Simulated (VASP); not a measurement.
# MgB (Pm-3m) in VASP: notebook, part 2 of 3

VASP 6.6.1.

## (3) Density of states, PBE

Input file POSCAR:

```
MgB
1.0
    2.8951500000      0.0000000000      0.0000000000
    0.0000000000      2.8951500000      0.0000000000
    0.0000000000      0.0000000000      2.8951500000
Mg B
1 1
Direct
    0.0000000000      0.0000000000      0.0000000000
    0.5000000000      0.5000000000      0.5000000000
```

Input file INCAR.step1:

```
SYSTEM = MgB
PREC     = Accurate       ! precision mode
ENCUT    = 520            ! plane-wave cutoff, eV
EDIFF    = 1E-7           ! SCF threshold, eV
ISMEAR   = -1             ! smearing method
SIGMA    = 0.05           ! smearing width, eV
LREAL    = .FALSE.        ! projectors in reciprocal space
LASPH    = .TRUE.         ! aspherical terms in the spheres
NELM     = 80             ! most SCF steps
ALGO     = Normal         ! electronic algorithm
ISIF     = 2              ! what is computed and relaxed
LWAVE    = .FALSE.        ! write WAVECAR
LCHARG   = .TRUE.         ! write CHGCAR
GGA      = PE             ! functional
NBANDS   = 10             ! bands
```

Input file KPOINTS.step1:

```
regular mesh
0
G
  9 9 9
  0 0 0
```

Input file INCAR.step2:

```
SYSTEM = MgB
PREC     = Accurate       ! precision mode
ENCUT    = 520            ! plane-wave cutoff, eV
EDIFF    = 1E-7           ! SCF threshold, eV
ISMEAR   = -5             ! smearing method
SIGMA    = 0.05           ! smearing width, eV
LREAL    = .FALSE.        ! projectors in reciprocal space
LASPH    = .TRUE.         ! aspherical terms in the spheres
NELM     = 80             ! most SCF steps
ALGO     = Normal         ! electronic algorithm
ISIF     = 2              ! what is computed and relaxed
LWAVE    = .FALSE.        ! write WAVECAR
LCHARG   = .FALSE.        ! write CHGCAR
GGA      = PE             ! functional
LORBIT   = 10             ! projections on sites
NEDOS    = 1001           ! points of the DOS
ICHARG   = 11             ! starting density
```

Input file KPOINTS.step2:

```
regular mesh
0
G
  14 14 14
  0 0 0
```

Potentials or basis: VASP PAW PBE potentials, release 64 (Mg, B).

Command:

```console
> cat potpaw_PBE.64/Mg/POTCAR potpaw_PBE.64/B/POTCAR > POTCAR
> cp INCAR.step1 INCAR
> cp KPOINTS.step1 KPOINTS
> mpirun -np 1 vasp_std > vasp.out
> cp INCAR.step2 INCAR
> cp KPOINTS.step2 KPOINTS
> mpirun -np 1 vasp_std > vasp.out
```

OUTCAR:

```text
SYSTEM = MgB
   PREC = Accurate
   ENCUT = 520
   EDIFF = 1E-7
   ISMEAR = -5
   LREAL = .FALSE.
   LASPH = .TRUE.
   NELM = 80
   ISIF = 2
   GGA = PE
   LORBIT = 10
   ICHARG = 11

 ion  position               nearest neighbor table
   1  0.000  0.000  0.000-   2 2.51   2 2.51   2 2.51   2 2.51   2 2.51   2 2.51   2 2.51   2 2.51

   2  0.500  0.500  0.500-   1 2.51   1 2.51   1 2.51   1 2.51   1 2.51   1 2.51   1 2.51   1 2.51

  LATTYP: Found a simple cubic cell.
 ALAT       =     2.8951500000

  Lattice vectors:

 A1 = (   2.8951500000,   0.0000000000,   0.0000000000)
 A2 = (   0.0000000000,   2.8951500000,   0.0000000000)
 A3 = (   0.0000000000,   0.0000000000,   2.8951500000)

Analysis of symmetry for initial positions (statically):
=====================================================================
 Subroutine PRICEL returns:
 Original cell was already a primitive cell.

 Routine SETGRP: Setting up the symmetry group for a
 simple cubic supercell.

 Subroutine GETGRP returns: Found 48 space group operations
 (whereof 48 operations were pure point group operations)
 out of a pool of 48 trial point group operations.

The static configuration has the point symmetry O_h .

Analysis of symmetry for dynamics (positions and initial velocities):
=====================================================================
 Subroutine PRICEL returns:
 Original cell was already a primitive cell.

 Routine SETGRP: Setting up the symmetry group for a
 simple cubic supercell.

 Subroutine GETGRP returns: Found 48 space group operations
 (whereof 48 operations were pure point group operations)
 out of a pool of 48 trial point group operations.

The dynamic configuration has the point symmetry O_h .

 Subroutine INISYM returns: Found 48 space group operations
 (whereof 48 operations are pure point group operations),
 and found     1 'primitive' translations

----------------------------------------------------------------------------------------

[... 118 lines left out ...]
   LORBIT       =     10    0 simple, 1 ext, 2 COOP (PROOUT), +10 PAW based schemes
   GGA     = PE    functional components
   LHFCALC =     F    Hartree Fock is set to
   AEXX    =    0.0000 exact exchange contribution
   IVDW    =     0    specifies the selected vdW correction
   LEPSILON=     F    determine dielectric tensor
   LRPA    =     F    only Hartree local field effects (RPA)
 non-spin polarized calculation
 Fermi weights with tetrahedron method with Bloechl corrections
  energy-cutoff  :      520.00
  volume of cell :       24.27
 maximum number of plane-waves:       672
 NGX is ok and might be reduce to    24

 number of electron       5.0000000 magnetization

 Free energy of the ion-electron system (eV)
  ---------------------------------------------------
  ext. energy  EPLUGINS =         0.00000000
  ---------------------------------------------------
  free energy    TOTEN  =        -6.61524159 eV

  energy without entropy =       -6.61524159  energy(sigma->0) =       -6.61524159

 E-fermi :   4.6399     XC(G=0): -10.3589

 val. band max:        4.7019008563   @ k =   0.2857   0.2143   0.2143
 cond. band min:       4.4595350904   @ k =   0.2143   0.2143   0.0714
 fundamental gap:     -0.2423657659
 Fermi energy:         4.6399178647

 k-point     1 :       0.0000    0.0000    0.0000
  band No.  band energies     occupation
      1      -6.1544      2.00000
      2       7.1148      0.00000
      3       7.1148      0.00000
      4       7.1148      0.00000
      5      11.6330      0.00000
      6      11.6330      0.00000
[... 199 lines left out ...]
 k-point    24 :       0.3571    0.2143    0.0000
  band No.  band energies     occupation
      1      -3.5374      2.00000
      2       1.2365      2.00000
      3       4.9665      0.40763
      4       8.4314      0.00000
      5      11.6557      0.00000
      6      14.8975      0.00000

 [... further k-points ...]
[... 5 lines left out ...]
  --------------------------------------------------------------------------------------
  -------------------------------------------------------------------------------------
  Total       -0.0695670     -0.0695670     -0.0695670      0.0000000      0.0000000     -0.0000000
  in kB       -4.5930454     -4.5930454     -4.5930454      0.0000000      0.0000000     -0.0000000
  external PRESSURE =      -4.5930454 kB  Pullay stress =       0.0000000 kB

 VOLUME and BASIS-vectors are now :
 -----------------------------------------------------------------------------
  energy-cutoff  :      520.00
  volume of cell :       24.27
      direct lattice vectors                 reciprocal lattice vectors
     2.895150000  0.000000000  0.000000000     0.345405247  0.000000000  0.000000000
     0.000000000  2.895150000  0.000000000     0.000000000  0.345405247  0.000000000
     0.000000000  0.000000000  2.895150000     0.000000000  0.000000000  0.345405247

 POSITION                                       TOTAL-FORCE (eV/Angst)
 -----------------------------------------------------------------------------------
      0.00000      0.00000      0.00000         0.000000      0.000000      0.000000
      1.44758      1.44758      1.44758         0.000000      0.000000      0.000000
 -----------------------------------------------------------------------------------
    total drift:                                0.000000     -0.000000     -0.000000

  FREE ENERGIE OF THE ION-ELECTRON SYSTEM (eV)
  ---------------------------------------------------
  free  energy   TOTEN  =        -6.6152415949 eV

  energy  without entropy=       -6.6152415949  energy(sigma->0) =       -6.61524159

 total charge

# of ion       s       p       d       tot
------------------------------------------
    1        0.175   0.177   0.053   0.405
    2        0.750   0.846   0.000   1.596
--------------------------------------------------
tot          0.926   1.023   0.053   2.001
```

OUTCAR.step1:

```text
SYSTEM = MgB
   PREC = Accurate
   ENCUT = 520
   EDIFF = 1E-7
   ISMEAR = -1
   LREAL = .FALSE.
[... 535 lines left out ...]
      0.00000      0.00000      0.00000         0.000000      0.000000      0.000000
      1.44758      1.44758      1.44758         0.000000      0.000000      0.000000
 -----------------------------------------------------------------------------------
    total drift:                                0.000000     -0.000000     -0.000000

  FREE ENERGIE OF THE ION-ELECTRON SYSTEM (eV)
  ---------------------------------------------------
  free  energy   TOTEN  =        -6.6229315613 eV

  energy  without entropy=       -6.6161776465  energy(sigma->0) =       -6.61955460
```

Wall time 38 s (1 thread of AMD EPYC 7R13, shared host); peak memory 0.12 GiB.

Results:

```yaml
Valence_electrons_inside_the_program's_atomic_spheres: Mg 0.41; B 1.60
```

Caveat: tetrahedron occupations give inexact forces and stress in metals.

(Continued in part 3 of 3.)
